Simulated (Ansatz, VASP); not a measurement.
**One calculation of Ba2Pb3, two programs**

The input INCAR:

```
SYSTEM = Ba2Pb3
PREC = Accurate
ENCUT = 520
EDIFF = 1E-6
ISMEAR = -5
SIGMA = 0.1
LREAL = .FALSE.
LASPH = .TRUE.
NELM = 100
ALGO = Normal
ISIF = 2
LWAVE = .FALSE.
LCHARG = .FALSE.
GGA = PE
NBANDS = 39
```

Contents of KPOINTS:

```
regular mesh
0
G
  4 4 4
  0 0 0
```

Contents of POSCAR:

```
Ba2Pb3
1.0
   -2.3891770000      3.9611370000      4.9493140000
    4.7783540000      0.0000000000      0.0000000000
    2.3891770000      3.9611370000     -4.9493140000
Pb Ba
3 2
Direct
    0.0000000000      0.0000000000      0.0000000000
    0.7032000000      0.5000000000      0.7032000000
    0.2968000000      0.5000000000      0.2968000000
    0.7245000000      0.2245000000      0.2755000000
    0.2755000000      0.7755000000      0.7245000000
```

Input for Ansatz:

```yaml
crystal:
  lattice:
    - [-2.389177, 3.961137, 4.949314]
    - [4.778354, 0.0, 0.0]
    - [2.389177, 3.961137, -4.949314]
  atoms:
    - { symbol: Pb, position: [0.0, 0.0, 0.0] }
    - { symbol: Pb, position: [0.7032, 0.5, 0.7032] }
    - { symbol: Pb, position: [0.2968, 0.5, 0.2968] }
    - { symbol: Ba, position: [0.7245, 0.2245, 0.2755] }
    - { symbol: Ba, position: [0.2755, 0.7755, 0.7245] }
  symmetry: { tolerance: 0.0003 }
kpoints:
  mp_grid: { grid: [4, 4, 4], shift: [0, 0, 0] }
magnetization:
  spin_polarized: false
scf:
  occupations: { method: tetrahedron }
hamiltonian:
  pseudopotentials: { kind: paw }
  xc: pbe
basis:
  ecutwfc: 420
output:
  forces: true
  stress: true
  eigenvalues: true
  write_density: true
  write_potential: true
  elf: true
  volumetric_format: npy
```

Alike in both runs: task single point; functional PBE; k mesh 4 × 4 × 4; occupations tetrahedron; no spin polarisation.

|  | VASP | Ansatz |
| --- | --- | --- |
| version | VASP 6.6.1 | Ansatz 0.2.0 |
| potentials or method | VASP PAW PBE potentials, release 64 (Pb_d, Ba_sv), cutoff 520 eV | PAW plane waves |
| valence electrons in the cell | 62 | 62 |

|  | VASP | Ansatz | Ansatz less VASP |
| --- | --- | --- | --- |
| gap on the k mesh at the Fermi level (eV) | none | none | - |
| pressure (GPa) | 2.3 | 2.1 | -0.16 |
| traceless stress, the component that is largest in VASP (GPa) | 3.57 | 3.49 | -0.082 |
| rms of the force components (eV/Å) | 0.062 | 0.066 | +0.0042 |

Atom by atom the forces differ by 0.005 eV/Å (rms over components). A gap of «none» marks a metal or a gap that the smearing closes. Ansatz's warnings: band table not solved further, tetrahedron derivatives may miss energy slope.

The k mesh is coarse, so the values compare programs but aren't converged. Neither program's run includes spin-orbit coupling.
